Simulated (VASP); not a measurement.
Ta2SiO3, 6 atoms in the cell. It takes space group P6mm (No. 183, hexagonal). The conventional cell has a = 5.148 Å, b = 5.148 Å, c = 3.801 Å, α = 90.00°, β = 90.00°, γ = 120.00°. Within 2.5 Å of Ta (site symmetry 3m) lie 2 O at 1.87 to 1.93 Å. Si (site symmetry 6mm) has 2 O at 1.68 to 2.12 Å within 2.2 Å. O (site symmetry 3m) has 2 Ta at 1.87 to 1.93 Å within 2.5 Å. O (site symmetry 6mm) has 2 Si at 1.68 to 2.12 Å within 2.2 Å. The cell was built from a structure type or drawn by symmetry, and may not be a known phase.

```yaml
Program: VASP 6.6.1
Task: single point
Functional: PBE
Potentials_or_basis: VASP PAW PBE potentials, release 64 (Ta_pv, Si, O)
Cutoff: 600 eV
k_mesh: 3 × 3 × 3
Occupations: gaussian, width 0.15 eV
Spin: no spin polarisation
Dipole_correction: no
Further_INCAR_settings: ALGO = Normal; EDIFF = 1e-06; NBANDS = 31
```

Potentials or basis: VASP PAW PBE potentials, release 64 (Ta_pv, Si, O).

Launch:

```bash
$ cat potpaw_PBE.64/Ta_pv/POTCAR potpaw_PBE.64/Si/POTCAR potpaw_PBE.64/O/POTCAR > POTCAR
$ mpirun -np 1 vasp_std > vasp.out
```

Hardware: 1 thread of Intel(R) Xeon(R) 6975P-C (Granite Rapids), with other jobs on the host.

**Question.** Estimate the wall time of this run.

**Answer.** Run time: 17 s on 1 thread of Intel(R) Xeon(R) 6975P-C (Granite Rapids) (shared host), peak memory 0.22 GiB. Counts: scf iterations 17, k points 6.
